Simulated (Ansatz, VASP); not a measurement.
## One calculation of ZnO2, two programs

The input INCAR:

```
SYSTEM = ZnO2
ALGO = Normal
EDIFF = 1E-6
ENCUT = 520
GGA = PS
ISIF = 2
ISMEAR = 0
LASPH = .TRUE.
LCHARG = .FALSE.
LREAL = .FALSE.
LWAVE = .FALSE.
NBANDS = 60
NELM = 80
PREC = Accurate
SIGMA = 0.1
```

File KPOINTS:

```
k-points
0
G
  4 4 4
  0 0 0
```

POSCAR

```
ZnO2
1.0
    4.9716640499      0.0000000000      0.0000000000
    0.0000000000      4.9716640499      0.0000000000
    0.0000000000      0.0000000000      4.9716640499
Zn O
4 8
Direct
    0.5000000000      0.5000000000      0.0000000000
    0.5000000000      0.0000000000      0.5000000000
    0.0000000000      0.5000000000      0.5000000000
    0.0000000000      0.0000000000      0.0000000000
    0.1099629532      0.8900370468      0.3900370468
    0.8900370468      0.3900370468      0.1099629532
    0.3900370468      0.1099629532      0.8900370468
    0.6099629532      0.6099629532      0.6099629532
    0.8900370468      0.1099629532      0.6099629532
    0.1099629532      0.6099629532      0.8900370468
    0.6099629532      0.8900370468      0.1099629532
    0.3900370468      0.3900370468      0.3900370468
```

Input for Ansatz:

```yaml
crystal:
  lattice:
    - [4.9716640499, 0.0, 0.0]
    - [0.0, 4.9716640499, 0.0]
    - [0.0, 0.0, 4.9716640499]
  atoms:
    - { symbol: Zn, position: [0.5, 0.5, 0.0] }
    - { symbol: Zn, position: [0.5, 0.0, 0.5] }
    - { symbol: Zn, position: [0.0, 0.5, 0.5] }
    - { symbol: Zn, position: [0.0, 0.0, 0.0] }
    - { symbol: O, position: [0.1099629532, 0.8900370468, 0.3900370468] }
    - { symbol: O, position: [0.8900370468, 0.3900370468, 0.1099629532] }
    - { symbol: O, position: [0.3900370468, 0.1099629532, 0.8900370468] }
    - { symbol: O, position: [0.6099629532, 0.6099629532, 0.6099629532] }
    - { symbol: O, position: [0.8900370468, 0.1099629532, 0.6099629532] }
    - { symbol: O, position: [0.1099629532, 0.6099629532, 0.8900370468] }
    - { symbol: O, position: [0.6099629532, 0.8900370468, 0.1099629532] }
    - { symbol: O, position: [0.3900370468, 0.3900370468, 0.3900370468] }
basis:
  ecutwfc: 420
kpoints:
  mp_grid: { grid: [4, 4, 4] }
hamiltonian:
  xc: pbesol
scf:
  occupations: { method: gaussian, width: 0.1 }
output:
  forces: true
  stress: true
  eigenvalues: true
```

Alike in both runs: task single point; functional PBEsol; k mesh 4 × 4 × 4; occupations gaussian, width 0.1 eV; no spin polarisation.

|  | VASP | Ansatz |
| --- | --- | --- |
| version | VASP 6.6.1 | Ansatz 0.2.0 |
| potentials or method | VASP PAW PBE potentials, release 64 (Zn, O), cutoff 520 eV | scalar-relativistic, plane waves, PAW |
| valence electrons in the cell | 96 | 96 |

```tsv
	VASP	Ansatz	Ansatz less VASP
gap on the k mesh at the Fermi level (eV)	0.14	0.14	+0.006
least direct gap on the mesh (eV)	0.14	0.14	+0.006
pressure (GPa)	-10.8	-11.5	-0.71
rms of the force components (eV/Å)	1.184	1.189	+0.0049
```

VASP's potentials were made for PBE, not for PBEsol. Atom by atom the forces differ by 0.005 eV/Å (rms over components).
